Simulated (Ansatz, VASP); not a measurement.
Two plane-wave programs on P

Contents of INCAR:

```
SYSTEM = P
PREC = Accurate
ENCUT = 520
EDIFF = 1E-6
ISMEAR = -1
SIGMA = 0.1
LREAL = .FALSE.
LASPH = .TRUE.
NELM = 100
ALGO = Normal
ISIF = 2
LWAVE = .FALSE.
LCHARG = .TRUE.
GGA = PS
LELF = .TRUE.
LVHAR = .TRUE.
NBANDS = 8
```

File KPOINTS:

```
regular mesh
0
G
  16 16 16
  0 0 0
```

The input POSCAR:

```
P
1.0
    0.0000000000      1.9355050715      1.9355050715
    1.9355050715      0.0000000000      1.9355050715
    1.9355050715      1.9355050715      0.0000000000
P
1
Direct
    0.0000000000      0.0000000000      0.0000000000
```

Input for Ansatz:

```yaml
crystal:
  lattice:
    - [0.0, 1.9355050715, 1.9355050715]
    - [1.9355050715, 0.0, 1.9355050715]
    - [1.9355050715, 1.9355050715, 0.0]
  atoms:
    - { symbol: P, position: [0.0, 0.0, 0.0] }
hamiltonian:
  xc: pbesol
  pseudopotentials:
    kind: paw
    azcp:
      P: "pseudopotentials/P.paw.azcp"
basis:
  ecutwfc: 420
  fft_grid_basis: typed
kpoints:
  mp_grid: { grid: [16, 16, 16], shift: [0, 0, 0] }
magnetization:
  spin_polarized: false
scf:
  occupations: { method: fermi_dirac, width: 0.1 }
  lower_state_search: "off"
output:
  stress: true
  write_density: true
  write_potential: true
  elf: true
  volumetric_format: npy
```

Alike in both runs: task single point; functional PBEsol; k mesh 16 × 16 × 16; occupations fermi-dirac, width 0.1 eV; no spin polarisation.

|  | VASP | Ansatz |
| --- | --- | --- |
| version | VASP 6.6.1 | Ansatz 0.2.0 |
| potentials or method | VASP PAW PBE potentials, release 64 (P), cutoff 520 eV | plane waves (420 eV) with PAW, scalar-relativistic |
| valence electrons in the cell | 5 | 5 |

|  | VASP | Ansatz | Ansatz less VASP |
| --- | --- | --- | --- |
| pressure (GPa) | -3.1 | -3.2 | -0.12 |

VASP's potentials were made for PBE, not for PBEsol, and Ansatz warns of the same on its side. The functional is the same, so the differences come from potentials, cutoffs and numerics.
